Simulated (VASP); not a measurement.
Runs of VASP 6.6.1 on Si. The structure is that of space group Imma (No. 74), or close to it. The cells are those of the table. 

```tsv
task	cell	gap on the mesh (eV)	pressure (GPa)	largest force (eV/Å)
electric field gradients	a = 3.576 Å, angles 100.2, 95.0, 137.4°, 2 atoms	none	6.7	0.05
single point	a = 3.487 Å, angles 100.5, 95.5, 136.2°, 2 atoms	none	16.2	0.01
electric field gradients	a = 3.507 Å, angles 100.2, 95.0, 137.4°, 2 atoms	none	(a)	-
electric field gradients	a = 3.472 Å, angles 100.2, 95.0, 137.4°, 2 atoms	none	21.3	0.03
```

Alike in all rows: level PBE; potentials or basis VASP PAW PBE potentials, release 64 (Si); no spin polarisation; k mesh 16 × 16 × 11; cutoff (eV) 520; smearing fermi-dirac 0.08 eV.

Task: Estimate the missing entries.

Result: (a) 15.7.

Caveats: the cell stands under pressure (at least some runs); the stress differs along the axes, from 12 to 21 GPa (at least some runs).

A gap of «none» marks levels without a gap at the run's occupations.
